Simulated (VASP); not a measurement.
A run of VASP 6.6.1 is set up as follows.

INCAR

```
PREC = Accurate ; ENCUT = 520
EDIFF = 1E-6 ; ISMEAR = 0
SIGMA = 0.15 ; LREAL = False
LASPH = True ; NELM = 80
ALGO = Fast ; ISIF = 2
LWAVE = False ; LCHARG = False
NBANDS = 19
```

The input KPOINTS:

```
regular mesh
0
Gamma
  18 18 10
```

File POSCAR:

```
Ti
1.0
    2.9499978604      0.0000000000      0.0000000000
   -1.4749989302      2.5547730882      0.0000000000
    0.0000000000      0.0000000000      4.7328600000
Ti
2
Direct
    0.3333333333      0.6666666667      0.2500000000
    0.6666666667      0.3333333333      0.7500000000
```

Potentials or basis: VASP PAW LDA potentials, release 64 (Ti_sv).

Launch:

```bash
$ cat potpaw_LDA.64/Ti_sv/POTCAR > POTCAR
$ mpirun -np 1 vasp_std > vasp.out
```

Problem. Predict the pressure.

Solution. -11.1 GPa.

Problem. Estimate the band gap on the k mesh.

Solution. Zero (band 12 reaches 8.56 eV, above the bottom of band 13 at 7.49 eV).

Stress tensor (GPa, compression positive):
```
-10.55   0.00   0.00
  0.00 -10.55   0.00
  0.00   0.00 -12.09
```

Caveat: the cell differs from its parent crystal (strain +0.0100 x Voigt [0, 0, 1, 0, 0, 0]).
